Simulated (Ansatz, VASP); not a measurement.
**CoSi in VASP and in Ansatz**

```
Co Si
1.0
     2.78133    0.00000    0.00000
     0.00000    2.78133    0.00000
     0.00000    0.00000    2.78133
Co Si
1 1
Cartesian
  0.0000 0.0000 0.0000
  1.3907 1.3907 1.3907
```

Alike in both runs: functional PBEsol-based screened hybrid; k mesh 5 × 5 × 5; occupations fermi-dirac, width 0.05 eV; collinear spin.

|  | VASP | Ansatz |
| --- | --- | --- |
| version | VASP 6.6.1 | Ansatz 0.2.0 |
| potentials or method | VASP PAW PBE potentials, release 64 (Co, Si) | Ansatz PAW |
| plane-wave cutoff (eV) | 520 | 420 |
| valence electrons in the cell | 13 | 21 |
| task | single point | band structure |

VASP gave:

| Item | Value |
| --- | --- |
| gap on the k mesh at the Fermi level (eV) | none |
| pressure (GPa) | -8.0 |
| net moment per atom (μB) | 0.44 |
| size of the moment on the site where the two differ most (μB) | 0.97 |

Task: What did Ansatz give for the same quantities?

Result: gap on the k mesh at the Fermi level (eV): none; pressure (GPa): -8.2; net moment per atom (μB): 0.44; size of the moment on the site where the two differ most (μB): 1.03.

VASP's potentials were made for PBE, not for PBEsol-based screened hybrid. Site moments also hang on the region over which each program counts them. A gap of «none» marks a metal or a gap that the smearing closes. VASP's potentials hold 13 valence electrons a cell and Ansatz's 21, so a difference there can come from the potentials and not from the codes.

The k mesh is coarse, so the values compare programs but aren't converged. Noted on Ansatz's run: the magnetic or orbital state may not be the lowest.
